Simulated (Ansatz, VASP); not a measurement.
## Si in VASP and in Ansatz

```
Si
1.0
     3.64890   -0.03851    0.00000
    -1.85780    3.52949    0.00000
     0.00000    0.00000    6.36468
Si
4
Direct
  0.33333 0.66667 0.06293
  0.66667 0.33333 0.56293
  0.33333 0.66667 0.43707
  0.66667 0.33333 0.93707
```

Change from the starting cell: engineering shear strain xy -0.0200, strain +e along x and -e along y -0.0525.

Alike in both runs: task single point; functional PBE; k mesh 12 × 12 × 6; occupations gaussian, width 0.05 eV; no spin polarisation.

```csv
,VASP,Ansatz
version,VASP 6.6.1,Ansatz 0.2.0
potentials or method,"VASP PAW PBE potentials, release 64 (Si), cutoff 520 eV","scalar-relativistic, plane waves, PAW"
valence electrons in the cell,16,16
```

|  | VASP | Ansatz | Ansatz less VASP |
| --- | --- | --- | --- |
| gap on the k mesh at the Fermi level (eV) | none | none | - |
| pressure (GPa) | 0.8 | 0.8 | +0.05 |
| traceless stress, the component that is largest in VASP (GPa) | 9.04 | 9.03 | -0.009 |
| rms of the force components (eV/Å) | 0.417 | 0.419 | +0.0019 |

Atom by atom the forces differ by 0.002 eV/Å (rms over components). A gap of «none» marks a metal or a gap that the smearing closes.
